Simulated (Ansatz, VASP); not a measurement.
# One calculation of Al3Cu, two programs

```xyz
4
Lattice="3.8891 0.0000 0.0000 0.0000 3.8891 0.0000 0.0000 0.0000 3.8891" Properties=species:S:1:pos:R:3 pbc="T T T"
Al    0.0000    1.9446    1.9446
Al    1.9446    0.0000    1.9446
Al    1.9446    1.9446    0.0000
Cu    0.0000    0.0000    0.0000
```

Alike in both runs: functional r2SCAN; k mesh 12 × 12 × 12; occupations gaussian, width 0.1 eV; no spin polarisation.

Ansatz relaxed the structure, and its values are those at the end. VASP's run is a single point on that final structure, the one shown.

|  | VASP | Ansatz |
| --- | --- | --- |
| version | VASP 6.6.1 | Ansatz 0.2.0 |
| potentials or method | VASP PAW PBE potentials, release 64 (Al, Cu), cutoff 520 eV | scalar-relativistic, plane waves, PAW |
| valence electrons in the cell | 20 | 28 |

|  | VASP | Ansatz | Ansatz less VASP |
| --- | --- | --- | --- |
| gap on the k mesh at the Fermi level (eV) | none | none | - |
| pressure (GPa) | -0.1 | 0.0 | +0.13 |

VASP's potentials were made for PBE, not for r2SCAN. A gap of «none» marks a metal or a gap that the smearing closes. VASP's potentials hold 20 valence electrons a cell and Ansatz's 28, so a difference there can come from the potentials and not from the codes.
